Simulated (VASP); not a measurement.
Set up this calculation in VASP 6.6.1, as the native input.

```
Task                   : relaxation of shape and atoms at fixed volume
Functional             : PBE
Potentials or basis    : VASP PAW PBE potentials, release 64 (Cd)
Cutoff                 : 600 eV
k mesh                 : 15 × 15 × 8
Occupations            : fermi-dirac, width 0.08 eV
Spin                   : no spin polarisation
Dipole correction      : no
Further INCAR settings : ALGO = Normal; EDIFF = 1e-06; IBRION = 2; EDIFFG = -0.005; NSW = 50; ISIF = 4
```

The structure of Cd lies in POSCAR:

```
Cd
1.0
    3.0348830530      0.0000000000      0.0000000000
   -1.5174415265      2.6282858214      0.0000000000
    0.0000000000      0.0000000000      4.8272532687
Cd
2
Direct
    0.3333333333      0.6666666667      0.2500000000
    0.6666666667      0.3333333333      0.7500000000
```

One way to write it, as run:

INCAR

```
ALGO = Normal
EDIFF = 1E-6
EDIFFG = -0.005
ENCUT = 600
GGA = PE
IBRION = 2
ISIF = 4
ISMEAR = -1
LASPH = T
LCHARG = F
LREAL = F
LWAVE = F
NELM = 80
NSW = 50
PREC = Accurate
SIGMA = 0.08
```

KPOINTS

```
k-points
0
Gamma
  15 15 8
```

Potentials or basis: VASP PAW PBE potentials, release 64 (Cd).

The run is started by

```sh
$ cat potpaw_PBE.64/Cd/POTCAR > POTCAR
$ mpirun -np 1 vasp_std > vasp.out
```

It gave:

```yaml
Energy_gained_by_relaxing: 0.4 meV/atom
Ionic_steps: 3
Pressure_after_relaxing: 11.2 GPa
Band_gap_on_the_k_mesh: zero (bands 12 and 13 overlap by 2.50 eV)
```

It took 97 s on 1 thread of Intel(R) Xeon(R) 6975P-C (Granite Rapids), with other jobs on the host, peak memory 0.22 GiB.
